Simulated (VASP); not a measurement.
Here is a VASP 6.6.1 calculation.

File INCAR:

```
  PREC = Accurate
  ENCUT = 750
  EDIFF = 1E-6
  ISMEAR = 0
  SIGMA = 0.1
  LREAL = F
  LASPH = T
  NELM = 120
  ALGO = Normal
  ISIF = 2
  LWAVE = F
  LCHARG = F
  GGA = PE
  NBANDS = 36
  GGA_COMPAT = F
```

Contents of KPOINTS:

```
regular mesh
0
Gamma
  3 3 4
```

Contents of POSCAR:

```
LiSiS3
1.0
    6.2505626587      0.0000000000      0.0000000000
   -3.1252813294      5.4131460504      0.0000000000
    0.0000000000      0.0000000000      5.9008747892
Li Si S
2 2 6
Direct
    0.3333333333      0.6666666667      0.7500000000
    0.6666666667      0.3333333333      0.2500000000
    0.0000000000      0.0000000000      0.0000000000
    0.0000000000      0.0000000000      0.5000000000
    0.8384220200      0.6768440400      0.7500000000
    0.3231559600      0.1615779800      0.7500000000
    0.8384220200      0.1615779800      0.7500000000
    0.1615779800      0.3231559600      0.2500000000
    0.6768440400      0.8384220200      0.2500000000
    0.1615779800      0.8384220200      0.2500000000
```

Potentials or basis: VASP PAW PBE potentials, release 64 (Li_sv, Si, S).

Launch:

```sh
$ cat potpaw_PBE.64/Li_sv/POTCAR potpaw_PBE.64/Si/POTCAR potpaw_PBE.64/S/POTCAR > POTCAR
$ mpirun -np 1 vasp_std > vasp.out
```

Task: Estimate the largest force.

Result: 0.012 eV/Å.

Task: What does it give for the pressure?

Result: 0.1 GPa.

Forces on the atoms (eV/Å):
```
Li   0.000  0.000  0.000
Li   0.000  0.000  0.000
Si   0.000  0.000  0.000
Si   0.000  0.000  0.000
S    0.000  0.012  0.000
S   -0.011 -0.006  0.000
S    0.011 -0.006  0.000
S    0.000 -0.012  0.000
S    0.011  0.006  0.000
S   -0.011  0.006  0.000
```

Caveat: the k points lie up to 0.39 Å⁻¹ apart, too coarse for converged energies and pressures of a metal.
